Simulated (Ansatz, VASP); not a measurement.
# One calculation of Pd, two programs

```
Pd
1.0
     0.00000    1.92028    1.92028
     1.92028    0.00000    1.92028
     1.92028    1.92028    0.00000
Pd
1
Direct
  0.00000 0.00000 0.00000
```

Alike in both runs: task single point; functional LDA; k mesh 14 × 14 × 14; occupations methfessel-paxton of order 1, width 0.1 eV; collinear spin.

```csv
,VASP,Ansatz
version,VASP 6.6.1,Ansatz 0.2.0
potentials or method,"VASP PAW LDA potentials, release 64 (Pd), cutoff 520 eV","plane waves (420 eV) with PAW, scalar-relativistic"
valence electrons in the cell,10,18
```

Ansatz gave:

| Property | Result |
| --- | --- |
| pressure (GPa) | 0.1 |
| net moment per atom (μB) | 0.32 |
| size of the moment on the site where the two differ most (μB) | 0.32 |

Question: What did VASP give for the same quantities?

Answer: Pressure (GPa): 0.3; net moment per atom (μB): 0.28; size of the moment on the site where the two differ most (μB): 0.28.

Ansatz warns that its potentials were made for another functional, while VASP's fit it. LDA's correlation is that of Perdew and Zunger in VASP and of Perdew and Wang (1992) in Ansatz. Site moments also hang on the region over which each program counts them. VASP's potentials hold 10 valence electrons a cell and Ansatz's 18, so a difference there can come from the potentials and not from the codes. Ansatz's warnings: stability check not made.
